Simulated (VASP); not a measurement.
Here is a VASP 6.6.1 calculation.

Contents of INCAR:

```
PREC = Accurate ; ENCUT = 400
EDIFF = 1E-6 ; ISMEAR = 0
SIGMA = 0.01 ; LREAL = F
LASPH = T ; NELM = 120
ALGO = Normal ; ISIF = 2
LWAVE = F ; LCHARG = T
GGA = PE ; LELF = T
LVHAR = T ; NBANDS = 48
GGA_COMPAT = F
```

The input KPOINTS:

```
Automatic mesh
0
Gamma
  3 3 1
```

File POSCAR:

```
InSe
1.0
    4.0627200000      0.0000000000      0.0000000000
   -2.0313600000      3.5184190000      0.0000000000
    0.0000000000      0.0000000000     16.9831730000
In Se
4 4
Direct
    0.3296374003      0.6541250488      0.1572362832
    0.6698832490      0.3374257017      0.6598730991
    0.3330116844      0.6745742903      0.3411742317
    0.6704074060      0.3421877838      0.8399407461
    0.3343043108      0.6646462516      0.6015875243
    0.6595125198      0.3201361180      0.1010994235
    0.3314471092      0.6705767562      0.8978147370
    0.6784361134      0.3368171898      0.3996002985
```

Potentials or basis: VASP PAW PBE potentials, release 64 (In_d, Se).

Run with:

```sh
$ cat potpaw_PBE.64/In_d/POTCAR potpaw_PBE.64/Se/POTCAR > POTCAR
$ mpirun -np 1 vasp_std > vasp.out
```

**Question.** Predict the band gap on the k mesh.

**Answer.** 0.25 eV, direct.

**Question.** What does it give for the pressure?

**Answer.** 7.2 GPa.

Stress tensor (GPa, compression positive):
```
10.42  0.35 -0.28
 0.35 10.13 -0.11
-0.28 -0.11  1.13
```

Caveat: the k points lie up to 0.60 Å⁻¹ apart; spin-orbit coupling is left out, which moves the levels of the heavy elements; forces of over 1 eV/Å act on the atoms, so gaps and moduli don't describe the material at rest.
